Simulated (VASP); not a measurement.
# ZnO (P6_3mc) in VASP: single point with PBE

Aim: the single point of ZnO with PBE.

Everything below comes from runs of VASP 6.6.1. Logs are shortened: lines on timing, memory, paths and dates and some standing lists are left out, and cuts for length are marked.

**Experimental background.**

“Electronic structure of alkaline earth and post-transition metal oxides”, 2009, arxiv:0908.1581 quotes, for a bulk crystal of ZnO: band gap 3.37 eV.

The results are compared with them further down.

## (1) The cell of the first run

Symmetry: P6_3mc, No. 186, hexagonal system. The conventional cell has a = 3.279 Å, b = 3.279 Å, c = 5.293 Å, α = 90.00°, β = 90.00°, γ = 120.00°. Zn (site symmetry 3m) has 4 O at 2.00 to 2.01 Å within 2.6 Å. O (site symmetry 3m) has 4 Zn at 2.00 to 2.01 Å within 2.6 Å.

## (2) Single point, PBE

Input file INCAR:

```
SYSTEM = ZnO
PREC = Accurate ; ENCUT = 600
EDIFF = 1E-6 ; ISMEAR = 0
SIGMA = 0.05 ; LREAL = .False.
LASPH = .True. ; NELM = 120
ALGO = Normal ; ISIF = 2
LWAVE = .False. ; LCHARG = .False.
GGA = PE ; ISYM = 0
NBANDS = 26 ; GGA_COMPAT = .False.
```

Input file KPOINTS:

```
regular mesh
0
Gamma
  12 12 8
  0 0 0
```

Input file POSCAR:

```
ZnO
1.0
    3.2794401034      0.0000000000      0.0000000000
   -1.6397200517      2.8400784397      0.0000000000
    0.0000000000      0.0000000000      5.2934578245
Zn O
2 2
Direct
    0.3333333333      0.6666666667      0.0015089686
    0.6666666667      0.3333333333      0.5015089686
    0.3333333333      0.6666666667      0.3805910314
    0.6666666667      0.3333333333      0.8805910314
```

Potentials or basis: VASP PAW PBE potentials, release 64 (Zn, O).

Command:

```sh
$ cat potpaw_PBE.64/Zn/POTCAR potpaw_PBE.64/O/POTCAR > POTCAR
$ mpirun -np 1 vasp_std > vasp.out
```

OUTCAR:

```text
SYSTEM = ZnO
   PREC = Accurate
   ENCUT = 600
   EDIFF = 1E-6
   ISMEAR = 0
   LREAL = .False.
   LASPH = .True.
   NELM = 120
   ISIF = 2
   GGA = PE
   ISYM = 0

 ion  position               nearest neighbor table
   1  0.333  0.667  0.002-   4 2.00   4 2.00   4 2.00   3 2.01
   2  0.667  0.333  0.502-   3 2.00   3 2.00   3 2.00   4 2.01
   3  0.333  0.667  0.381-   2 2.00   2 2.00   2 2.00   1 2.01
   4  0.667  0.333  0.881-   1 2.00   1 2.00   1 2.00   2 2.01

IMPORTANT INFORMATION: All symmetrisations will be switched off!
NOSYMM: (Re-)initialisation of all symmetry stuff for point group C_1.

----------------------------------------------------------------------------------------

                                     Primitive cell

  volume of cell :      49.3026

  direct lattice vectors                    reciprocal lattice vectors
     3.279440103  0.000000000  0.000000000     0.304930100  0.176051476  0.000000000
    -1.639720052  2.840078440  0.000000000     0.000000000  0.352102951  0.000000000
     0.000000000  0.000000000  5.293457824     0.000000000  0.000000000  0.188912434

  length of vectors
     3.279440103  3.279440103  5.293457824     0.352102951  0.352102951  0.188912434

  position of ions in fractional coordinates (direct lattice)
     0.333333333  0.666666667  0.001508969
     0.666666667  0.333333333  0.501508969
     0.333333333  0.666666667  0.380591031
     0.666666667  0.333333333  0.880591031

  ion indices of the primitive-cell ions
   primitive index   ion index
                 1           1
                 2           2
                 3           3
                 4           4

----------------------------------------------------------------------------------------

 KPOINTS: regular mesh

Automatic generation of k-mesh.
 Grid dimensions read from file:
 generate k-points for:   12   12    8

 Generating k-lattice:

  Cartesian coordinates                     Fractional coordinates (reciprocal lattice)
     0.025410842  0.014670956  0.000000000     0.083333333  0.000000000  0.000000000
     0.000000000  0.029341913  0.000000000     0.000000000  0.083333333  0.000000000
     0.000000000  0.000000000  0.023614054     0.000000000  0.000000000  0.125000000

  Length of vectors
     0.029341913  0.029341913  0.023614054

  Shift w.r.t. Gamma in fractional coordinates (k-lattice)
     0.000000000  0.000000000  0.000000000

 Subroutine IBZKPT returns following result:
 ===========================================

[... 48 lines left out ...]
   LREAL  =      F    real-space projection
   EDIFFG = 0.1E-04   stopping-criterion for IOM
   NSW    =      0    number of steps for IOM
   IBRION =     -1    ionic relax: 0-MD 1-quasi-New 2-CG
   NFREE  =      0    steps in history (QN), initial steepest desc. (CG)
   ISIF   =      2    stress and relaxation
   ISYM   =      0    0-nonsym 1-usesym 2-fastsym
   POTIM  = 0.5000    time-step for ionic-motion
   TEBEG  =    0.0;   TEEND  =   0.0 temperature during run
   PSTRESS=    0.0 pullay stress
   NELECT =      36.0000    total number of electrons
   NUPDOWN=      -1.0000    fix difference up-down
   EMIN   =  10.00;   EMAX   =-10.00  energy-range for DOS
   EFERMI =   0.00;   METHOD = LEGACY
   ISMEAR =     0;   SIGMA  =   0.05  broadening in eV -4-tet -1-fermi 0-gaus
   EFERMI_NEDOS =   21; number of points for ismear=-14 and -15
   IALGO  =     38    algorithm
   IMIX   =      4    mixing-type and parameters
     AMIX     =   0.40;   BMIX     =  1.00
     AMIX_MAG =   1.60;   BMIX_MAG =  1.00
  volume/ion in A,a.u.               =      12.33        83.18
  Fermi-wavevector in a.u.,A,eV,Ry     =   1.474187  2.785809 29.568542  2.173227
  Thomas-Fermi vector in A             =   2.588989
   LORBIT       =      0    0 simple, 1 ext, 2 COOP (PROOUT), +10 PAW based schemes
   GGA     = PE    functional components
   LHFCALC =     F    Hartree Fock is set to
   AEXX    =    0.0000 exact exchange contribution
   IVDW    =     0    specifies the selected vdW correction
   LEPSILON=     F    determine dielectric tensor
   LRPA    =     F    only Hartree local field effects (RPA)
 non-spin polarized calculation
 Gauss-broadening in eV      SIGMA  =   0.05
  energy-cutoff  :      600.00
  volume of cell :       49.30
 maximum number of plane-waves:      1677
 NGX is ok and might be reduce to    28
   NGX = 13   NGY = 13   NGZ = 21

 number of electron      36.0000012 magnetization

 Free energy of the ion-electron system (eV)
  ---------------------------------------------------
  ext. energy  EPLUGINS =         0.00000000
  ---------------------------------------------------
  free energy    TOTEN  =       -17.86469815 eV

  energy without entropy =      -17.86469815  energy(sigma->0) =      -17.86469815

 E-fermi :   1.1131     XC(G=0): -10.7252

 val. band max:        0.8933763248   @ k =   0.0000   0.0000   0.0000
 cond. band min:       1.6221032768   @ k =   0.0000   0.0000   0.0000
 fundamental gap:      0.7287269520
 Fermi energy:         1.1130512135

 k-point     1 :       0.0000    0.0000    0.0000
  band No.  band energies     occupation
      1     -16.9246      2.00000
      2     -16.2576      2.00000
      3      -4.6432      2.00000
      4      -4.6432      2.00000
      5      -4.6038      2.00000
      6      -4.4887      2.00000
[... 685 lines left out ...]
     25      14.0704      0.00000
     26      15.4424      0.00000

 [... further k-points ...]

------------------------ aborting loop because EDIFF is reached ----------------------------------------

  FORCE on cell =-STRESS in cart. coord.  units (eV):
  Direction    XX          YY          ZZ          XY          YZ          ZX
  --------------------------------------------------------------------------------------
  -------------------------------------------------------------------------------------
  Total        0.2260580      0.2260141      0.2196700     -0.0000392     -0.0000007     -0.0000001
  in kB        7.3461709      7.3447425      7.1385803     -0.0012745     -0.0000232     -0.0000035
  external PRESSURE =       7.2764979 kB  Pullay stress =       0.0000000 kB

 VOLUME and BASIS-vectors are now :
 -----------------------------------------------------------------------------
  energy-cutoff  :      600.00
  volume of cell :       49.30
      direct lattice vectors                 reciprocal lattice vectors
     3.279440103  0.000000000  0.000000000     0.304930100  0.176051476  0.000000000
    -1.639720052  2.840078440  0.000000000     0.000000000  0.352102951  0.000000000
     0.000000000  0.000000000  5.293457824     0.000000000  0.000000000  0.188912434

 POSITION                                       TOTAL-FORCE (eV/Angst)
 -----------------------------------------------------------------------------------
     -0.00000      1.89339      0.00799         0.000001     -0.000001      0.000866
      1.63972      0.94669      2.65472        -0.000001      0.000001      0.000866
     -0.00000      1.89339      2.01464         0.000001     -0.000000     -0.000866
      1.63972      0.94669      4.66137        -0.000001      0.000001     -0.000866
 -----------------------------------------------------------------------------------
    total drift:                                0.000000      0.000000     -0.001184

  FREE ENERGIE OF THE ION-ELECTRON SYSTEM (eV)
  ---------------------------------------------------
  free  energy   TOTEN  =       -17.8646981489 eV

  energy  without entropy=      -17.8646981489  energy(sigma->0) =      -17.86469815
```

Run time: 22 min. Hardware: 1 thread of Oxide Virtual Turin-like, shared host; peak memory 0.73 GiB.

What came out:

```yaml
Free_energy: -17.8647 eV
Pressure: 0.7 GPa
Band_gap_on_the_k_mesh: 0.73 eV
```

Caveat: semilocal functionals underestimate gaps, and a narrow one can read as zero.

## (3) Against experiment

Step 2. Against the measured gap of ZnO, 3.37 eV (quoted in “Electronic structure of alkaline earth and post-transition metal oxides”, 2009, arxiv:0908.1581), the calculated 0.73 eV is off by -2.64 eV. So large a miss can be the level of theory's own, or it may mean another phase, state or a wrong row. The value is that of PBE on a finite k mesh, which can miss the band edges, without temperature or zero-point motion. Semilocal functionals fall short of measured gaps as a rule.
